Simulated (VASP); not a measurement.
Set up this calculation in VASP 6.6.1, as the native input.

| Quantity | Value |
| --- | --- |
| Task | single point |
| Functional | LDA |
| Potentials or basis | VASP PAW LDA potentials, release 64 (Ga_d, N) |
| Cutoff | 600 eV |
| k mesh | 8 × 6 × 8 |
| Occupations | gaussian, width 0.02 eV |
| Spin | no spin polarisation |
| Dipole correction | no |
| Further INCAR settings | ALGO = Normal; EDIFF = 1e-06; NBANDS = 26 |

The structure of GaN (l.eB) lies in POSCAR:

```
GaN
1.0
    3.1503047988      0.0000000000      0.0000000000
    0.0000000000      4.4552037582      0.0000000000
    0.0000000000      0.0000000000      3.1503047988
Ga N
2 2
Direct
    0.0000000000      0.0000000000      0.0000000000
    0.5000000000      0.5000000000      0.5000000000
    0.5000000000      0.2500000000      0.0000000000
    0.0000000000      0.7500000000      0.5000000000
```

One way to write it, as run:

INCAR

```
PREC     = Accurate       # precision mode
ENCUT    = 600            # plane-wave cutoff, eV
EDIFF    = 1E-6           # SCF threshold, eV
ISMEAR   = 0              # smearing method
SIGMA    = 0.02           # smearing width, eV
LREAL    = False          # projectors in reciprocal space
LASPH    = True           # aspherical terms in the spheres
NELM     = 120            # most SCF steps
ALGO     = Normal         # electronic algorithm
ISIF     = 2              # what is computed and relaxed
LWAVE    = False          # write WAVECAR
LCHARG   = False          # write CHGCAR
NBANDS   = 26             # bands
GGA_COMPAT= False
```

KPOINTS

```
regular mesh
0
Gamma
  8 6 8
```

Potentials or basis: VASP PAW LDA potentials, release 64 (Ga_d, N).

The run is started by

```console
$ cat potpaw_LDA.64/Ga_d/POTCAR potpaw_LDA.64/N/POTCAR > POTCAR
$ mpirun -np 1 vasp_std > vasp.out
```

It gave:

| Quantity | Value |
| --- | --- |
| Pressure | 1.1 GPa |
| Band gap on the k mesh | 1.97 eV |

Run time: 73 s on 1 thread of Intel(R) Xeon(R) Platinum 8259CL CPU @ 2.50GHz (Skylake/Cascade Lake), with other jobs on the host, peak memory 0.2 GiB.
